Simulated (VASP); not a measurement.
Here is a VASP 6.6.1 calculation.

INCAR

```
SYSTEM = WS2
  PREC = Accurate
  ENCUT = 400
  EDIFF = 1E-6
  ISMEAR = 0
  SIGMA = 0.01
  LREAL = .FALSE.
  LASPH = .TRUE.
  NELM = 200
  ALGO = Normal
  ISIF = 2
  LWAVE = .FALSE.
  LCHARG = .FALSE.
  MAGMOM = 0 0 0 0 0 0 0 0 0
  LORBIT = 11
  LSORBIT = .TRUE.
  GGA_COMPAT = .FALSE.
  LORBMOM = .TRUE.
  LMAXMIX = 4
  LDIPOL = .TRUE.
  IDIPOL = 3
  DIPOL = 0.5 0.5 0.500
  GGA = PE
  NBANDS = 39
  NELMDL = -8
```

KPOINTS

```
regular mesh
0
G
  12 12 1
  0 0 0
```

File POSCAR:

```
WS2
1.0
    3.1530000000      0.0000000000      0.0000000000
   -1.5765000000      2.7305780981      0.0000000000
    0.0000000000      0.0000000000     20.0000000000
W S
1 2
Direct
    0.3333333333      0.6666666667      0.5000000000
    0.6666666667      0.3333333333      0.5785500000
    0.6666666667      0.3333333333      0.4214500000
```

Potentials or basis: VASP PAW PBE potentials, release 64 (W_sv, S).

The run is started by

```bash
$ cat potpaw_PBE.64/W_sv/POTCAR potpaw_PBE.64/S/POTCAR > POTCAR
$ mpirun -np 1 vasp_ncl > vasp.out
```

Task: Estimate the largest force.

Result: 0.278 eV/Å.

Task: What does it give for the net moment?

Result: 0.00 μB per cell.

Moments on the atoms (μB; x, y, z):
```
W   0.00 0.00 0.00
S   0.00 0.00 0.00
S   0.00 0.00 0.00
```
